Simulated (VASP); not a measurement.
Os:

```
Os
1.0
     2.75221    0.00000    0.00000
    -1.37610    2.38348    0.00000
     0.00000    0.00000    4.34831
Os
2
Direct
  0.66667 0.33333 0.75000
  0.33333 0.66667 0.25000
```

Program: VASP 6.6.1. Alike in all runs: task single point; potentials or basis VASP PAW PBE potentials, release 64 (Os); no spin polarisation; cell as given; k mesh 11 × 11 × 6; cutoff (eV) 520; smearing fermi-dirac 0.05 eV.

Task: Order these runs on this cell by their pressure, lowest first.
A. level BLYP+D4
B. level r2SCAN+rVV10
C. level PBEsol+D3(BJ)
D. level RPBE
E. level revPBE+D3(BJ)

Result: C (-17.8 GPa), E (-10.6 GPa), B (-7.9 GPa), D (4.2 GPa), A (5.9 GPa).

Caveats: the PAW data sets were made with another functional, which shifts forces and pressure a little; pairwise dispersion overbinds metals, which lowers pressure and volume (some runs).
